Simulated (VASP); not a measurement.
Here is a VASP 6.6.1 calculation.

INCAR

```
SYSTEM = MoS2
PREC = Accurate
ENCUT = 520
EDIFF = 1E-7
ISMEAR = 0
SIGMA = 0.05
LREAL = .False.
LASPH = .True.
NELM = 80
ALGO = Normal
ISIF = 2
LWAVE = .False.
LCHARG = .False.
GGA = PS
NBANDS = 49
```

Contents of KPOINTS:

```
regular mesh
0
Gamma
  12 12 1
  0 0 0
```

POSCAR

```
MoS2
1.0
    3.2851251187      0.1063354837      0.0535642835
   -1.5504733292      2.7250369715      0.0071333407
    0.4777696715      0.3493097000     28.7346950446
Mo S
3 6
Direct
    0.6745000720      0.3362772748      0.0022728766
    0.3791092571      0.6433037994      0.7742825696
    0.2707578004      0.6065149675      0.2246331505
    0.3545253583      0.6765108708      0.0525557048
    0.7280982990      0.3898438078      0.8365309495
    0.5742539388      0.3482309771      0.2831655153
    0.3080839270      0.6517265141      0.9460058132
    0.7114449654      0.3475225659      0.7160441982
    0.6658930486      0.3334025560      0.1645092223
```

Potentials or basis: VASP PAW PBE potentials, release 64 (Mo_sv, S).

Command:

```sh
$ cat potpaw_PBE.64/Mo_sv/POTCAR potpaw_PBE.64/S/POTCAR > POTCAR
$ mpirun -np 1 vasp_std > vasp.out
```

(1) What does it give for the largest force?

(2) What does it give for the band gap on the k mesh?

Answers

(1) 3.223 eV/Å.

(2) 0.69 eV (least direct gap 0.94 eV).

Caveat: the cell differs from its parent crystal (atoms moved at random and the cell strained at random); there is no dipole correction, which matters where the two faces differ; semilocal functionals underestimate gaps, and a narrow one can read as zero; the PAW data sets were made with another functional, which shifts forces and pressure a little.
